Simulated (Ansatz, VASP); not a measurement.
**Si: VASP beside Ansatz**

```
Si
1.0
    -3.47968    3.47968    3.21105
     3.47968   -3.47968    3.21105
     3.47968    3.47968   -3.21105
Si
8
Cartesian
  0.7059 0.7059 0.6514
  -0.7059 2.7738 0.6514
  0.7059 -0.7059 2.5597
  2.7738 0.7059 -0.6514
  2.7738 2.7738 2.5597
  0.7059 4.1856 -0.6514
  -0.7059 0.7059 3.8624
  4.1856 -0.7059 0.6514
```

Alike in both runs: task single point; functional PBE; k mesh 10 × 10 × 10; occupations gaussian, width 0.15 eV; no spin polarisation.

```csv
,VASP,Ansatz
version,VASP 6.6.1,Ansatz 0.2.0
potentials or method,"VASP PAW PBE potentials, release 64 (Si), cutoff 520 eV","scalar-relativistic, plane waves, PAW"
valence electrons in the cell,32,32
```

|  | VASP | Ansatz | Ansatz less VASP |
| --- | --- | --- | --- |
| gap on the k mesh at the Fermi level (eV) | none | none | - |
| pressure (GPa) | -4.3 | -4.2 | +0.05 |
| traceless stress, the component that is largest in VASP (GPa) | 6.70 | 6.69 | -0.007 |
| rms of the force components (eV/Å) | 0.227 | 0.227 | +0.0001 |

Atom by atom the forces differ by 0.001 eV/Å (rms over components). A gap of «none» marks a metal or a gap that the smearing closes.
